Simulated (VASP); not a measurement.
# Ga2O3 (C2/m) in VASP: single point with PBE

Aim: the single point of Ga2O3 with PBE.

All numbers are computed with VASP 6.6.1; they aren't measurements. Logs are shortened: lines on timing, memory, paths and dates and some standing lists are left out, and cuts for length are marked.

## (1) The cell of the first run

Symmetry: C2/m, No. 12, monoclinic system. Conventional cell: a = 12.255 Å, b = 3.039 Å, c = 5.808 Å, α = 90.00°, β = 103.81°, γ = 90.00°. Within 2.6 Å of Ga (site symmetry m) lie 6 O at 1.94 to 2.08 Å. Within 2.4 Å of Ga (site symmetry m) lie 4 O at 1.83 to 1.87 Å. Within 2.4 Å of O (site symmetry m) lie 3 Ga at 1.84 to 1.94 Å. O (site symmetry m) has 4 Ga at 1.87 to 2.08 Å within 2.5 Å. O (site symmetry m) has 3 Ga at 1.83 to 1.94 Å within 2.4 Å.

## (2) Single point, PBE

Contents of INCAR:

```
SYSTEM = Ga2O3
PREC = Accurate
ENCUT = 520
EDIFF = 1E-6
ISMEAR = -1
SIGMA = 0.02
LREAL = .FALSE.
LASPH = .TRUE.
NELM = 80
ALGO = Normal
ISIF = 2
LWAVE = .FALSE.
LCHARG = .FALSE.
GGA = PE
NBANDS = 55
```

Contents of KPOINTS:

```
Automatic mesh
0
G
  8 8 4
  0 0 0
```

Contents of POSCAR:

```
Ga2O3
1.0
    6.1274132809     -1.5195579626     -0.0026133712
    6.1274132809      1.5195579626     -0.0026133712
   -1.3836386891      0.0000000000      5.6410835604
Ga O
4 6
Direct
    0.3412592011      0.3412592011      0.6855528925
    0.6587407989      0.6587407989      0.3144471075
    0.9094930990      0.9094930990      0.2052289645
    0.0905069010      0.0905069010      0.7947710355
    0.5037036209      0.5037036209      0.7437495194
    0.4962963791      0.4962963791      0.2562504806
    0.8266558501      0.8266558501      0.4364660272
    0.1733441499      0.1733441499      0.5635339728
    0.1642075727      0.1642075727      0.1091301414
    0.8357924273      0.8357924273      0.8908698586
```

Potentials or basis: VASP PAW PBE potentials, release 64 (Ga_d, O).

Command:

```console
$ cat potpaw_PBE.64/Ga_d/POTCAR potpaw_PBE.64/O/POTCAR > POTCAR
$ mpirun -np 1 vasp_std > vasp.out
```

OUTCAR:

```text
SYSTEM = Ga2O3
   PREC = Accurate
   ENCUT = 520
   EDIFF = 1E-6
   ISMEAR = -1
   LREAL = .FALSE.
   LASPH = .TRUE.
   NELM = 80
   ISIF = 2
   GGA = PE

 ion  position               nearest neighbor table
   1  0.341  0.341  0.686-   5 1.94  10 1.94  10 1.94   8 2.01   7 2.08   7 2.08
   2  0.659  0.659  0.314-   6 1.94   9 1.94   9 1.94   7 2.01   8 2.08   8 2.08
   3  0.909  0.909  0.205-  10 1.83   6 1.84   6 1.84   7 1.87
   4  0.091  0.091  0.795-   9 1.83   5 1.84   5 1.84   8 1.87
   5  0.504  0.504  0.744-   4 1.84   4 1.84   1 1.94
   6  0.496  0.496  0.256-   3 1.84   3 1.84   2 1.94
   7  0.827  0.827  0.436-   3 1.87   2 2.01   1 2.08   1 2.08
   8  0.173  0.173  0.564-   4 1.87   1 2.01   2 2.08   2 2.08
   9  0.164  0.164  0.109-   4 1.83   2 1.94   2 1.94
  10  0.836  0.836  0.891-   3 1.83   1 1.94   1 1.94

  LATTYP: Found a base centered monoclinic cell.
 ALAT       =    12.2548276764
 B/A-ratio  =     0.2479933627
 C/A-ratio  =     0.4739596673
 COS(beta)  =    -0.2386319461

  Lattice vectors:

 A1 = (   6.1274132809,  -1.5195579626,  -0.0026133712)
 A2 = (   6.1274132809,   1.5195579626,  -0.0026133712)
 A3 = (  -1.3836386891,   0.0000000000,   5.6410835604)

Analysis of symmetry for initial positions (statically):
=====================================================================
 Subroutine PRICEL returns:
 Original cell was already a primitive cell.

 Routine SETGRP: Setting up the symmetry group for a
 base centered monoclinic supercell.

 Subroutine GETGRP returns: Found  4 space group operations
 (whereof  4 operations were pure point group operations)
 out of a pool of  4 trial point group operations.

The static configuration has the point symmetry C_2h.

Analysis of symmetry for dynamics (positions and initial velocities):
=====================================================================
 Subroutine PRICEL returns:
 Original cell was already a primitive cell.

 Routine SETGRP: Setting up the symmetry group for a
 base centered monoclinic supercell.

 Subroutine GETGRP returns: Found  4 space group operations
 (whereof  4 operations were pure point group operations)
 out of a pool of  4 trial point group operations.

The dynamic configuration has the point symmetry C_2h.

 Subroutine INISYM returns: Found  4 space group operations
 (whereof  4 operations are pure point group operations),
 and found     1 'primitive' translations

----------------------------------------------------------------------------------------

                                     Primitive cell

  volume of cell :     105.0368

  direct lattice vectors                    reciprocal lattice vectors
     6.127413281 -1.519557963 -0.002613371     0.081609039 -0.329043059  0.020016974
     6.127413281  1.519557963 -0.002613371     0.081609039  0.329043059  0.020016974
    -1.383638689  0.000000000  5.641083560     0.000075615  0.000000000  0.177289454

  length of vectors
     6.313022790  6.313022790  5.808294049     0.339602781  0.339602781  0.177289470

  position of ions in fractional coordinates (direct lattice)
     0.341259201  0.341259201  0.685552892
     0.658740799  0.658740799  0.314447108
     0.909493099  0.909493099  0.205228965
     0.090506901  0.090506901  0.794771035
     0.503703621  0.503703621  0.743749519
     0.496296379  0.496296379  0.256250481
     0.826655850  0.826655850  0.436466027
     0.173344150  0.173344150  0.563533973
     0.164207573  0.164207573  0.109130141
     0.835792427  0.835792427  0.890869859

  ion indices of the primitive-cell ions
   primitive index   ion index
                 1           1
                 2           2
                 3           3
                 4           4
                 5           5
                 6           6
                 7           7
                 8           8
                 9           9
                10          10

----------------------------------------------------------------------------------------

 KPOINTS: Automatic mesh

Automatic generation of k-mesh.
 Grid dimensions read from file:
 generate k-points for:    8    8    4

 Generating k-lattice:

  Cartesian coordinates                     Fractional coordinates (reciprocal lattice)
     0.010201130 -0.041130382  0.002502122     0.125000000 -0.000000000  0.000000000
     0.010201130  0.041130382  0.002502122    -0.000000000  0.125000000  0.000000000
     0.000018904  0.000000000  0.044322363    -0.000000000 -0.000000000  0.250000000

  Length of vectors
     0.042450348  0.042450348  0.044322367

  Shift w.r.t. Gamma in fractional coordinates (k-lattice)
     0.000000000  0.000000000  0.000000000

 Subroutine IBZKPT returns following result:
 ===========================================

 Found     78 irreducible k-points:

 Following reciprocal coordinates:
            Coordinates               Weight
  0.000000  0.000000  0.000000      1.000000
  0.125000 -0.000000 -0.000000      4.000000
  0.250000 -0.000000 -0.000000      4.000000
  0.375000  0.000000 -0.000000      4.000000
  0.500000 -0.000000 -0.000000      2.000000
  0.125000  0.125000 -0.000000      2.000000
[... 16 lines left out ...]
  0.125000  0.000000  0.250000      4.000000
  0.250000 -0.000000  0.250000      4.000000
 [... further k-points ...]
   k-points           NKPTS =     78   k-points in BZ     NKDIM =     78   number of bands    NBANDS=     55
   number of dos      NEDOS =    301   number of ions     NIONS =     10
   total plane-waves  NPLWV = 110592
   dimension x,y,z NGX =    48 NGY =   48 NGZ =   48
   dimension x,y,z NGXF=    96 NGYF=   96 NGZF=   96
   ions per type =               4   6
   NGX,Y,Z   is equivalent  to a cutoff of  12.64, 12.64, 13.74 a.u.
   NGXF,Y,Z  is equivalent  to a cutoff of  25.28, 25.28, 27.48 a.u.
 SYSTEM =  Ga2O3
   PREC   = accura    normal or accurate (medium, high low for compatibility)
   ISTART =      0    job   : 0-new  1-cont  2-samecut
   ICHARG =      2    charge: 1-file 2-atom 10-const
   ISPIN  =      1    spin polarized calculation?
   LNONCOLLINEAR =      F non collinear calculations
   LSORBIT =      F    spin-orbit coupling
   LASPH  =      T    aspherical Exc in radial PAW
   ENCUT  =  520.0 eV  38.22 Ry    6.18 a.u.  11.74 11.74 10.80*2*pi/ulx,y,z
   NELM   =     80;   NELMIN=  2; NELMDL= -5     # of ELM steps
   EDIFF  = 0.1E-05   stopping-criterion for ELM
   LREAL  =      F    real-space projection
   EDIFFG = 0.1E-04   stopping-criterion for IOM
   NSW    =      0    number of steps for IOM
   IBRION =     -1    ionic relax: 0-MD 1-quasi-New 2-CG
   NFREE  =      0    steps in history (QN), initial steepest desc. (CG)
   ISIF   =      2    stress and relaxation
   ISYM   =      2    0-nonsym 1-usesym 2-fastsym
   POTIM  = 0.5000    time-step for ionic-motion
   TEBEG  =    0.0;   TEEND  =   0.0 temperature during run
   PSTRESS=    0.0 pullay stress
   NELECT =      88.0000    total number of electrons
   NUPDOWN=      -1.0000    fix difference up-down
   EMIN   =  10.00;   EMAX   =-10.00  energy-range for DOS
   EFERMI =   0.00;   METHOD = LEGACY
   ISMEAR =    -1;   SIGMA  =   0.02  broadening in eV -4-tet -1-fermi 0-gaus
   EFERMI_NEDOS =   21; number of points for ismear=-14 and -15
   IALGO  =     38    algorithm
   IMIX   =      4    mixing-type and parameters
     AMIX     =   0.40;   BMIX     =  1.00
     AMIX_MAG =   1.60;   BMIX_MAG =  1.00
  volume/ion in A,a.u.               =      10.50        70.88
  Fermi-wavevector in a.u.,A,eV,Ry     =   1.543317  2.916447 32.406739  2.381828
  Thomas-Fermi vector in A             =   2.648997
   LORBIT       =      0    0 simple, 1 ext, 2 COOP (PROOUT), +10 PAW based schemes
   GGA     = PE    functional components
   LHFCALC =     F    Hartree Fock is set to
   AEXX    =    0.0000 exact exchange contribution
   IVDW    =     0    specifies the selected vdW correction
   LEPSILON=     F    determine dielectric tensor
   LRPA    =     F    only Hartree local field effects (RPA)
 non-spin polarized calculation
  energy-cutoff  :      520.00
  volume of cell :      105.04
 maximum number of plane-waves:      2850
   NGX = 23   NGY = 23   NGZ = 21

 number of electron      88.0000019 magnetization

 Free energy of the ion-electron system (eV)
  ---------------------------------------------------
  ext. energy  EPLUGINS =         0.00000000
  ---------------------------------------------------
  free energy    TOTEN  =       -59.54105589 eV

  energy without entropy =      -59.54105589  energy(sigma->0) =      -59.54105589

 E-fermi :   4.3583     XC(G=0): -11.6107

 val. band max:        3.8464582337   @ k =   0.5000   0.3750   0.5000
 cond. band min:       6.2074699958   @ k =   0.0000   0.0000   0.0000
 fundamental gap:      2.3610117621
 Fermi energy:         4.3582608104

 k-point     1 :       0.0000    0.0000    0.0000
  band No.  band energies     occupation
      1     -15.0775      2.00000
      2     -13.9014      2.00000
      3     -13.8801      2.00000
      4     -13.7795      2.00000
      5     -13.3087      2.00000
      6     -13.2906      2.00000
[... 47 lines left out ...]
     54      16.2051      0.00000
     55      16.6465      0.00000

 k-point     2 :       0.1250   -0.0000   -0.0000
  band No.  band energies     occupation
      1     -14.9566      2.00000
      2     -13.8867      2.00000
      3     -13.8538      2.00000
      4     -13.6954      2.00000
      5     -13.3109      2.00000
      6     -13.2907      2.00000
[... 47 lines left out ...]
     54      15.3162      0.00000
     55      15.5243      0.00000
[... 1216 lines left out ...]
     54      15.5366      0.00000
     55      16.0133      0.00000

 k-point    24 :       0.2500   -0.0000    0.2500
  band No.  band energies     occupation
      1     -14.5233      2.00000
      2     -13.9489      2.00000
      3     -13.7882      2.00000
      4     -13.5361      2.00000
      5     -13.3502      2.00000
      6     -13.2668      2.00000
[... 47 lines left out ...]
     54      14.6266      0.00000
     55      15.8853      0.00000

 [... further k-points ...]

------------------------ aborting loop because EDIFF is reached ----------------------------------------

  FORCE on cell =-STRESS in cart. coord.  units (eV):
  Direction    XX          YY          ZZ          XY          YZ          ZX
  --------------------------------------------------------------------------------------
  -------------------------------------------------------------------------------------
  Total        5.6377161      6.2806732      5.6205350      0.0000000      0.0000000      0.1556428
  in kB       85.9948113     95.8021472     85.7327393      0.0000000      0.0000000      2.3740950
  external PRESSURE =      89.1765659 kB  Pullay stress =       0.0000000 kB

 VOLUME and BASIS-vectors are now :
 -----------------------------------------------------------------------------
  energy-cutoff  :      520.00
  volume of cell :      105.04
      direct lattice vectors                 reciprocal lattice vectors
     6.127413281 -1.519557963 -0.002613371     0.081609039 -0.329043059  0.020016974
     6.127413281  1.519557963 -0.002613371     0.081609039  0.329043059  0.020016974
    -1.383638689  0.000000000  5.641083560     0.000075615  0.000000000  0.177289454

 POSITION                                       TOTAL-FORCE (eV/Angst)
 -----------------------------------------------------------------------------------
      3.23351      0.00000      3.86548         0.041467      0.000000      0.009469
      7.63767      0.00000      1.77038        -0.041467      0.000000     -0.009469
     10.86172      0.00000      1.15296        -0.013949      0.000000     -0.016922
      0.00947      0.00000      4.48290         0.013949      0.000000      0.016922
      5.14372      0.00000      4.19292        -0.069589      0.000000     -0.066027
      5.72747      0.00000      1.44294         0.069589      0.000000      0.066027
      9.52661      0.00000      2.45782         0.006770      0.000000      0.049086
      1.34458      0.00000      3.17804        -0.006770      0.000000     -0.049086
      1.86134      0.00000      0.61475         0.229071      0.000000      0.009840
      9.00985      0.00000      5.02110        -0.229071      0.000000     -0.009840
 -----------------------------------------------------------------------------------
    total drift:                                0.000000     -0.000000     -0.000000

  FREE ENERGIE OF THE ION-ELECTRON SYSTEM (eV)
  ---------------------------------------------------
  free  energy   TOTEN  =       -59.5410558918 eV

  energy  without entropy=      -59.5410558918  energy(sigma->0) =      -59.54105589
```

Wall time 7.2 min (1 thread of Intel Xeon 6975P-C (Granite Rapids), shared host); peak memory 0.52 GiB.

What came out:

```yaml
Free_energy: -59.5411 eV
Pressure: 8.9 GPa
Largest_force: 0.229 eV/Å
Band_gap_on_the_k_mesh: 2.36 eV (least direct gap 2.38 eV)
```

Forces on the atoms (eV/Å):
```
Ga   0.041  0.000  0.009
Ga  -0.041  0.000 -0.009
Ga  -0.014  0.000 -0.017
Ga   0.014  0.000  0.017
O   -0.070  0.000 -0.066
O    0.070  0.000  0.066
O    0.007  0.000  0.049
O   -0.007  0.000 -0.049
O    0.229  0.000  0.010
O   -0.229  0.000 -0.010
```

Stress tensor (GPa, compression positive):
```
8.60 0.00 0.24
0.00 9.58 0.00
0.24 0.00 8.57
```

Levels at points of the mesh, in eV from the valence-band top:
```tsv
k point	band 41	band 42	band 43	band 44	band 45	band 46	band 47	band 48
(0.00, 0.00, 0.00)	-0.68	-0.48	-0.28	-0.02	2.36	5.67	6.73	6.74
(0.50, 0.00, 0.00)	-0.77	-0.72	-0.46	-0.12	5.62	6.48	7.19	7.45
(0.50, 0.50, 0.00)	-0.69	-0.67	-0.42	-0.15	4.52	4.77	5.85	6.57
(0.00, 0.00, 0.50)	-0.65	-0.65	-0.50	-0.30	4.73	4.88	6.71	7.20
(0.50, 0.00, 0.50)	-1.10	-1.04	-0.73	-0.64	6.86	6.90	7.81	7.99
(0.50, 0.50, 0.50)	-0.64	-0.61	-0.59	-0.01	5.16	5.29	6.19	6.53
```

Caveat: the cell stands under pressure. A k mesh can miss the band edges.
